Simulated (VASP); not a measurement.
Set up this calculation in VASP 6.6.1, as the native input.

- Task: single point
- Functional: PBE
- Potentials or basis: VASP PAW PBE potentials, release 64 (Br, I, K_sv)
- Cutoff: 520 eV
- k mesh: 4 × 4 × 4
- Occupations: gaussian, width 0.01 eV
- Spin: no spin polarisation
- Dipole correction: no
- Further INCAR settings: ALGO = Normal; EDIFF = 1e-07; NBANDS = 24

The structure of K2IBr lies in POSCAR:

```
K2IBr
1.0
    2.4182725519      1.3961903088      7.9198856169
   -2.4182725519      1.3961903088      7.9198856169
    0.0000000000     -2.7923806176      7.9198856169
Br I K
1 1 2
Direct
    1.0000000000      0.0000000000      0.0000000000
    0.5000000000      0.5000000000      0.5000000000
    0.2558971159      0.2558971159      0.2558971159
    0.7441028841      0.7441028841      0.7441028841
```

The input as run:

INCAR

```
PREC = Accurate ; ENCUT = 520
EDIFF = 1E-7 ; ISMEAR = 0
SIGMA = 0.01 ; LREAL = F
LASPH = T ; NELM = 60
ALGO = Normal ; ISIF = 2
LWAVE = F ; LCHARG = F
GGA = PE ; NBANDS = 24
```

KPOINTS

```
Automatic mesh
0
Gamma
  4 4 4
```

Potentials or basis: VASP PAW PBE potentials, release 64 (Br, I, K_sv).

Command:

```console
$ cat potpaw_PBE.64/Br/POTCAR potpaw_PBE.64/I/POTCAR potpaw_PBE.64/K_sv/POTCAR > POTCAR
$ mpirun -np 1 vasp_std > vasp.out
```

Results of the run:

* Pressure: 0.6 GPa
* Largest force: 0.010 eV/Å
* Band gap on the k mesh: 3.83 eV, direct

Caveat: spin-orbit coupling is left out, which moves the levels of the heavy elements.

Run time: 82 s on 1 thread of Intel(R) Xeon(R) 6975P-C (Granite Rapids), on a shared host, peak memory 0.56 GiB.
